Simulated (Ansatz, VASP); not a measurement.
NaF in VASP and in Ansatz

```
Na F
1.0
     0.00000    2.32330    2.32330
     2.32330    0.00000    2.32330
     2.32330    2.32330    0.00000
Na F
1 1
Direct
  0.00000 0.00000 0.00000
  0.50000 0.50000 0.50000
```

Alike in both runs: task single point; functional PBE; k mesh 8 × 8 × 8; occupations gaussian, width 0.05 eV; no spin polarisation.

```csv
,VASP,Ansatz
version,VASP 6.6.1,Ansatz 0.2.0
potentials or method,"VASP PAW PBE potentials, release 64 (Na_pv, F), cutoff 520 eV","scalar-relativistic, plane waves, PAW"
valence electrons in the cell,14,16
```

```csv
,VASP,Ansatz,Ansatz less VASP
gap on the k mesh at the Fermi level (eV),6.26,6.27,+0.016
least direct gap on the mesh (eV),6.26,6.27,+0.016
pressure (GPa),1.6,1.7,+0.12
```

The functional is the same, so the differences come from potentials, cutoffs and numerics. VASP's potentials hold 14 valence electrons a cell and Ansatz's 16, so a difference there can come from the potentials and not from the codes.
